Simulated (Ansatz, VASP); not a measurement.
## In2Cl in VASP and in Ansatz

```
In Cl
1.0
     0.00000    4.45727    4.45727
     4.45727    0.00000    4.45727
     4.45727    4.45727    0.00000
In Cl
4 2
Direct
  0.12500 0.12500 0.12500
  0.62500 0.12500 0.12500
  0.12500 0.12500 0.62500
  0.12500 0.62500 0.12500
  0.50000 0.50000 0.50000
  0.75000 0.75000 0.75000
```

Alike in both runs: task relaxation of cell and atoms; functional PBE; k mesh 8 × 8 × 8; occupations gaussian, width 0.1 eV; no spin polarisation.

```csv
,VASP,Ansatz
version,VASP 6.6.1,Ansatz 0.2.0
potentials or method,"VASP PAW PBE potentials, release 64 (In_d, Cl), cutoff 600 eV","scalar-relativistic, plane waves, PAW"
valence electrons in the cell,66,66
```

Ansatz gave:

* gap on the k mesh at the Fermi level, each at its own relaxed structure (eV): none
* relaxed volume (Å³/atom): 29.93
* relaxed cell length with the largest relative difference (Å): 6.333

Q: Estimate VASP's values.

A: gap on the k mesh at the Fermi level, each at its own relaxed structure (eV): none; relaxed volume (Å³/atom): 29.94; relaxed cell length with the largest relative difference (Å): 6.333.

A gap of «none» marks a metal or a gap that the smearing closes.
